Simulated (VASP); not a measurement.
A run of VASP 6.6.1:

File INCAR:

```
PREC = Accurate
ENCUT = 500
EDIFF = 1E-7
ISMEAR = 0
SIGMA = 0.1
LREAL = False
LASPH = True
NELM = 120
ALGO = Normal
ISIF = 3
LWAVE = False
LCHARG = False
GGA = PE
IBRION = 2
NSW = 100
EDIFFG = -0.01
GGA_COMPAT = False
NELMIN = 4
```

The input KPOINTS:

```
Automatic mesh
0
Gamma
  12 12 6
```

The input POSCAR:

```
B5P
1.0
    3.3015129375      0.0000000000      0.0000000000
   -1.6507564687      2.8591940748      0.0000000000
    0.0000000000      0.0000000000      6.1717461260
B P
5 1
Direct
    0.1658717266      0.8341282734      0.9541385141
    0.1658717266      0.3317434533      0.9541385141
    0.6682565467      0.8341282734      0.9541385141
    0.6666666667      0.3333333333      0.5212805090
    0.6666666667      0.3333333333      0.8095462865
    0.3333333333      0.6666666667      0.4345657121
```

Potentials or basis: VASP PAW PBE potentials, release 64 (B, P).

Command:

```bash
$ cat potpaw_PBE.64/B/POTCAR potpaw_PBE.64/P/POTCAR > POTCAR
$ mpirun -np 1 vasp_std > vasp.out
```

Hardware: 1 thread of Intel(R) Xeon(R) Platinum 8488C (Sapphire Rapids), on a shared host.

Question: Estimate the wall time of this run.

Answer: Run time: 4.8 min on 1 thread of Intel(R) Xeon(R) Platinum 8488C (Sapphire Rapids), on a shared host, peak memory 0.21 GiB. Counts: scf iterations 125, k points 100, ion steps 19.
